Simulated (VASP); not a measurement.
# Lu (P6_3/mmc) in VASP: notebook

Lu is run at these levels: PBE; tasks: single point, relaxation of shape and atoms at fixed volume.

Everything below comes from runs of VASP 6.6.1. Logs are shortened: lines on timing, memory, paths and dates and some standing lists are left out, and cuts for length are marked.

## (1) The cell of the first run

The structure is hexagonal, space group P6_3/mmc (No. 194). Conventional cell: a = 3.576 Å, b = 3.576 Å, c = 5.568 Å, α = 90.00°, β = 90.00°, γ = 120.00°. Within 4.6 Å of Lu (site symmetry -6m2) lie 12 Lu at 3.47 to 3.58 Å.

## (2) Single point, PBE (30.83 Å³/atom)

The input, INCAR:

```
SYSTEM = Lu
ALGO = Fast
EDIFF = 1E-6
ENCUT = 520
GGA = PE
ISIF = 2
ISMEAR = 0
LASPH = .True.
LCHARG = .False.
LREAL = .False.
LWAVE = .False.
NBANDS = 32
NELM = 60
PREC = Accurate
SIGMA = 0.1
```

The input, KPOINTS:

```
k-points
0
Gamma
  15 15 8
  0 0 0
```

The input, POSCAR:

```
Lu
1.0
    3.5758479777      0.0000000000      0.0000000000
   -1.7879239888      3.0967751887      0.0000000000
    0.0000000000      0.0000000000      5.5684439010
Lu
2
Direct
    0.3333333333      0.6666666667      0.2500000000
    0.6666666667      0.3333333333      0.7500000000
```

Potentials or basis: VASP PAW PBE potentials, release 64 (Lu).

On the command line:

```sh
$ cat potpaw_PBE.64/Lu/POTCAR > POTCAR
$ mpirun -np 1 vasp_std > vasp.out
```

OUTCAR:

```text
SYSTEM = Lu
   EDIFF = 1E-6
   ENCUT = 520
   GGA = PE
   ISIF = 2
   ISMEAR = 0
   LASPH = .True.
   LREAL = .False.
   NELM = 60
   PREC = Accurate

 ion  position               nearest neighbor table
   1  0.333  0.667  0.250-   2 3.47   2 3.47   2 3.47   2 3.47   2 3.47   2 3.47
   2  0.667  0.333  0.750-   1 3.47   1 3.47   1 3.47   1 3.47   1 3.47   1 3.47

  LATTYP: Found a hexagonal cell.
 ALAT       =     3.5758479777
 C/A-ratio  =     1.5572373143

  Lattice vectors:

 A1 = (   3.5758479777,   0.0000000000,   0.0000000000)
 A2 = (  -1.7879239888,   3.0967751887,   0.0000000000)
 A3 = (   0.0000000000,   0.0000000000,   5.5684439010)

Analysis of symmetry for initial positions (statically):
=====================================================================
 Subroutine PRICEL returns:
 Original cell was already a primitive cell.

 Routine SETGRP: Setting up the symmetry group for a
 hexagonal supercell.

 Subroutine GETGRP returns: Found 24 space group operations
 (whereof 12 operations were pure point group operations)
 out of a pool of 24 trial point group operations.

The static configuration has the point symmetry D_3d.
 The point group associated with its full space group is D_6h.

Analysis of symmetry for dynamics (positions and initial velocities):
=====================================================================
 Subroutine PRICEL returns:
 Original cell was already a primitive cell.

 Routine SETGRP: Setting up the symmetry group for a
 hexagonal supercell.

 Subroutine GETGRP returns: Found 24 space group operations
 (whereof 12 operations were pure point group operations)
 out of a pool of 24 trial point group operations.

The dynamic configuration has the point symmetry D_3d.
 The point group associated with its full space group is D_6h.

 Subroutine INISYM returns: Found 24 space group operations
 (whereof 12 operations are pure point group operations),
 and found     1 'primitive' translations

----------------------------------------------------------------------------------------

                                     Primitive cell

  volume of cell :      61.6627

  direct lattice vectors                    reciprocal lattice vectors
     3.575847978  0.000000000  0.000000000     0.279653947  0.161458281  0.000000000
    -1.787923989  3.096775189  0.000000000     0.000000000  0.322916563  0.000000000
     0.000000000  0.000000000  5.568443901     0.000000000  0.000000000  0.179583384

  length of vectors
     3.575847978  3.575847978  5.568443901     0.322916563  0.322916563  0.179583384

  position of ions in fractional coordinates (direct lattice)
     0.333333333  0.666666667  0.250000000
     0.666666667  0.333333333  0.750000000

  ion indices of the primitive-cell ions
   primitive index   ion index
                 1           1
                 2           2

----------------------------------------------------------------------------------------

 KPOINTS: k-points

Automatic generation of k-mesh.
 Grid dimensions read from file:
 generate k-points for:   15   15    8

 Generating k-lattice:

  Cartesian coordinates                     Fractional coordinates (reciprocal lattice)
     0.018643596  0.010763885  0.000000000     0.066666667  0.000000000  0.000000000
     0.000000000  0.021527771  0.000000000     0.000000000  0.066666667  0.000000000
     0.000000000  0.000000000  0.022447923     0.000000000  0.000000000  0.125000000

  Length of vectors
     0.021527771  0.021527771  0.022447923

  Shift w.r.t. Gamma in fractional coordinates (k-lattice)
     0.000000000  0.000000000  0.000000000

 Subroutine IBZKPT returns following result:
 ===========================================

 Found    135 irreducible k-points:

 Following reciprocal coordinates:
            Coordinates               Weight
  0.000000  0.000000  0.000000      1.000000
  0.066667  0.000000  0.000000      6.000000
  0.133333  0.000000  0.000000      6.000000
  0.200000 -0.000000  0.000000      6.000000
  0.266667  0.000000  0.000000      6.000000
  0.333333  0.000000  0.000000      6.000000
[... 16 lines left out ...]
  0.333333  0.200000  0.000000     12.000000
  0.400000  0.200000  0.000000      6.000000
 [... further k-points ...]
   k-points           NKPTS =    135   k-points in BZ     NKDIM =    135   number of bands    NBANDS=     32
   number of dos      NEDOS =    301   number of ions     NIONS =      2
   total plane-waves  NPLWV =  32928
   dimension x,y,z NGX =    28 NGY =   28 NGZ =   42
   dimension x,y,z NGXF=    56 NGYF=   56 NGZF=   84
   ions per type =               2
   NGX,Y,Z   is equivalent  to a cutoff of  13.02, 13.02, 12.54 a.u.
   NGXF,Y,Z  is equivalent  to a cutoff of  26.04, 26.04, 25.08 a.u.
 SYSTEM =  Lu
   PREC   = accura    normal or accurate (medium, high low for compatibility)
   ISTART =      0    job   : 0-new  1-cont  2-samecut
   ICHARG =      2    charge: 1-file 2-atom 10-const
   ISPIN  =      1    spin polarized calculation?
   LNONCOLLINEAR =      F non collinear calculations
   LSORBIT =      F    spin-orbit coupling
   LASPH  =      T    aspherical Exc in radial PAW
   ENCUT  =  520.0 eV  38.22 Ry    6.18 a.u.   6.65  6.65 10.35*2*pi/ulx,y,z
   NELM   =     60;   NELMIN=  2; NELMDL= -5     # of ELM steps
   EDIFF  = 0.1E-05   stopping-criterion for ELM
   LREAL  =      F    real-space projection
   EDIFFG = 0.1E-04   stopping-criterion for IOM
   NSW    =      0    number of steps for IOM
   IBRION =     -1    ionic relax: 0-MD 1-quasi-New 2-CG
   NFREE  =      0    steps in history (QN), initial steepest desc. (CG)
   ISIF   =      2    stress and relaxation
   ISYM   =      2    0-nonsym 1-usesym 2-fastsym
   POTIM  = 0.5000    time-step for ionic-motion
   TEBEG  =    0.0;   TEEND  =   0.0 temperature during run
   PSTRESS=    0.0 pullay stress
   NELECT =      50.0000    total number of electrons
   NUPDOWN=      -1.0000    fix difference up-down
   EMIN   =  10.00;   EMAX   =-10.00  energy-range for DOS
   EFERMI =   0.00;   METHOD = LEGACY
   ISMEAR =     0;   SIGMA  =   0.10  broadening in eV -4-tet -1-fermi 0-gaus
   EFERMI_NEDOS =   21; number of points for ismear=-14 and -15
   IALGO  =     68    algorithm
   IMIX   =      4    mixing-type and parameters
     AMIX     =   0.40;   BMIX     =  1.00
     AMIX_MAG =   1.60;   BMIX_MAG =  1.00
  volume/ion in A,a.u.               =      30.83       208.06
  Fermi-wavevector in a.u.,A,eV,Ry     =   1.526595  2.884847 31.708293  2.330494
  Thomas-Fermi vector in A             =   2.634607
   LORBIT       =      0    0 simple, 1 ext, 2 COOP (PROOUT), +10 PAW based schemes
   GGA     = PE    functional components
   LHFCALC =     F    Hartree Fock is set to
   AEXX    =    0.0000 exact exchange contribution
   IVDW    =     0    specifies the selected vdW correction
   LEPSILON=     F    determine dielectric tensor
   LRPA    =     F    only Hartree local field effects (RPA)
 non-spin polarized calculation
 RMM-DIIS sequential band-by-band and
 Gauss-broadening in eV      SIGMA  =   0.10
  energy-cutoff  :      520.00
  volume of cell :       61.66
 maximum number of plane-waves:      1701
 NGX is ok and might be reduce to    28
   NGX = 13   NGY = 13   NGZ = 21

 number of electron      49.9999995 magnetization

 Free energy of the ion-electron system (eV)
  ---------------------------------------------------
  ext. energy  EPLUGINS =         0.00000000
  ---------------------------------------------------
  free energy    TOTEN  =        -9.02595802 eV

  energy without entropy =       -9.00684567  energy(sigma->0) =       -9.01640185

 E-fermi :   1.9983     XC(G=0): -10.3959

 val. band max:        1.9849499836   @ k =   0.2667   0.2000   0.3750
 cond. band min:       2.0018576583   @ k =   0.4000   0.0000   0.2500
 fundamental gap:      0.0169076748
 Fermi energy:         1.9983072896

 k-point     1 :       0.0000    0.0000    0.0000
  band No.  band energies     occupation
      1     -54.3249      2.00000
      2     -54.2972      2.00000
      3     -25.2077      2.00000
      4     -24.8589      2.00000
      5     -24.8589      2.00000
      6     -24.7871      2.00000
[... 24 lines left out ...]
     31       5.2934      0.00000
     32       5.2935      0.00000

 k-point     2 :       0.0667    0.0000    0.0000
  band No.  band energies     occupation
      1     -54.3241      2.00000
      2     -54.2970      2.00000
      3     -25.2018      2.00000
      4     -24.8702      2.00000
      5     -24.8629      2.00000
      6     -24.7991      2.00000
[... 24 lines left out ...]
     31       5.1441      0.00000
     32       5.1895      0.00000

 k-point     3 :       0.1333    0.0000    0.0000
  band No.  band energies     occupation
      1     -54.3219      2.00000
      2     -54.2963      2.00000
      3     -25.1847      2.00000
      4     -24.9022      2.00000
      5     -24.8740      2.00000
      6     -24.8328      2.00000
[... 24 lines left out ...]
     31       5.0966      0.00000
     32       5.1859      0.00000

 k-point     4 :       0.2000   -0.0000    0.0000
  band No.  band energies     occupation
      1     -54.3185      2.00000
      2     -54.2955      2.00000
      3     -25.1580      2.00000
      4     -24.9497      2.00000
      5     -24.8898      2.00000
      6     -24.8814      2.00000
[... 24 lines left out ...]
     31       5.4793      0.00000
     32       5.6149      0.00000

 k-point     5 :       0.2667    0.0000    0.0000
  band No.  band energies     occupation
      1     -54.3144      2.00000
      2     -54.2947      2.00000
      3     -25.1239      2.00000
      4     -25.0045      2.00000
      5     -24.9356      2.00000
      6     -24.9074      2.00000
[... 584 lines left out ...]
     31       6.4607      0.00000
     32       7.3216      0.00000

 k-point    22 :       0.2667    0.2000    0.0000
  band No.  band energies     occupation
      1     -54.3054      2.00000
      2     -54.2944      2.00000
      3     -25.0639      2.00000
      4     -25.0401      2.00000
      5     -25.0299      2.00000
      6     -24.9454      2.00000
[... 24 lines left out ...]
     31       6.7945      0.00000
     32       7.9823      0.00000

 k-point    23 :       0.3333    0.2000    0.0000
  band No.  band energies     occupation
      1     -54.3024      2.00000
      2     -54.2950      2.00000
      3     -25.0891      2.00000
      4     -25.0282      2.00000
      5     -25.0071      2.00000
      6     -24.9732      2.00000
[... 24 lines left out ...]
     31       7.0831      0.00000
     32       8.1874      0.00000

 k-point    24 :       0.4000    0.2000    0.0000
  band No.  band energies     occupation
      1     -54.3011      2.00000
      2     -54.2955      2.00000
      3     -25.0979      2.00000
      4     -25.0230      2.00000
      5     -24.9910      2.00000
      6     -24.9879      2.00000
[... 24 lines left out ...]
     31       7.2457      0.00000
     32       7.8883      0.00000

 [... further k-points ...]

------------------------ aborting loop because EDIFF is reached ----------------------------------------

  FORCE on cell =-STRESS in cart. coord.  units (eV):
  Direction    XX          YY          ZZ          XY          YZ          ZX
  --------------------------------------------------------------------------------------
  -------------------------------------------------------------------------------------
  Total       -0.9316578     -0.9316578     -0.8835953     -0.0000000     -0.0000000     -0.0000000
  in kB      -24.2071924    -24.2071924    -22.9583888     -0.0000000     -0.0000000     -0.0000000
  external PRESSURE =     -23.7909245 kB  Pullay stress =       0.0000000 kB

 VOLUME and BASIS-vectors are now :
 -----------------------------------------------------------------------------
  energy-cutoff  :      520.00
  volume of cell :       61.66
      direct lattice vectors                 reciprocal lattice vectors
     3.575847978  0.000000000  0.000000000     0.279653947  0.161458281  0.000000000
    -1.787923989  3.096775189  0.000000000     0.000000000  0.322916563  0.000000000
     0.000000000  0.000000000  5.568443901     0.000000000  0.000000000  0.179583384

 POSITION                                       TOTAL-FORCE (eV/Angst)
 -----------------------------------------------------------------------------------
     -0.00000      2.06452      1.39211         0.000000     -0.000000      0.000000
      1.78792      1.03226      4.17633        -0.000000      0.000000      0.000000
 -----------------------------------------------------------------------------------
    total drift:                                0.000000     -0.000000      0.000000

  FREE ENERGIE OF THE ION-ELECTRON SYSTEM (eV)
  ---------------------------------------------------
  free  energy   TOTEN  =        -9.0259580224 eV

  energy  without entropy=       -9.0068456715  energy(sigma->0) =       -9.01640185
```

It took 7.8 min on 1 thread of Oxide Virtual Turin-like, shared host; peak memory 0.31 GiB.

Results:

```yaml
Free_energy: -9.0260 eV
Pressure: -2.4 GPa
Band_gap_on_the_k_mesh: zero (bands 25 and 26 overlap by 1.77 eV)
```

Levels at points of the mesh, in eV from the Fermi level:
| k point | band 23 | band 24 | band 25 | band 26 | band 27 | band 28 |
| --- | --- | --- | --- | --- | --- | --- |
| (0.00, 0.00, 0.00) | -4.97 | -2.28 | 0.53 | 2.13 | 2.13 | 2.56 |
| (0.00, 0.00, 0.50) | -4.27 | -4.27 | 1.21 | 1.21 | 2.04 | 2.04 |

Caveat: spin-orbit coupling is left out, which moves the levels of the heavy elements.

## (3) Single point, PBE (31.99 Å³/atom)

This run uses another cell than the first one, of 31.99 Å³/atom.

The input, INCAR:

```
PREC = Accurate
ENCUT = 520
EDIFF = 1E-7
ISMEAR = 0
SIGMA = 0.1
LREAL = False
LASPH = True
NELM = 80
ALGO = Fast
ISIF = 2
LWAVE = False
LCHARG = True
GGA = PE
LELF = True
LVHAR = True
NBANDS = 32
```

The input, KPOINTS:

```
Automatic mesh
0
Gamma
  15 15 8
```

The input, POSCAR:

```
Lu
1.0
    3.6175773162      0.0000000000      0.0000000000
   -1.8087886581      3.1329138560      0.0000000000
    0.0000000000      0.0000000000      5.6460291910
Lu
2
Direct
    0.3333333333      0.6666666667      0.2500000000
    0.6666666667      0.3333333333      0.7500000000
```

Potentials or basis: VASP PAW PBE potentials, release 64 (Lu).

On the command line:

```sh
$ cat potpaw_PBE.64/Lu/POTCAR > POTCAR
$ mpirun -np 1 vasp_std > vasp.out
```

Run time: 13 min. Hardware: 1 thread of Oxide Virtual Turin-like, shared host; peak memory 0.32 GiB.

It converged, with:

```
Free energy            : -8.9830 eV
Pressure               : -4.9 GPa
Band gap on the k mesh : zero (bands 25 and 26 overlap by 1.70 eV)
```

Levels at points of the mesh, in eV from the Fermi level:
```tsv
k point	band 21	band 22	band 23	band 24	band 25	band 26	band 27	band 28	band 29	band 30
(0.00, 0.00, 0.00)	-5.07	-5.06	-5.06	-2.23	0.43	2.10	2.10	2.49	2.76	2.76
(0.00, 0.00, 0.50)	-5.06	-5.06	-4.23	-4.23	1.19	1.19	2.01	2.01	2.01	2.01
```

Caveat: the cell stands under tension; spin-orbit coupling is left out, which moves the levels of the heavy elements.

(Part 1 of 2 ends here.)
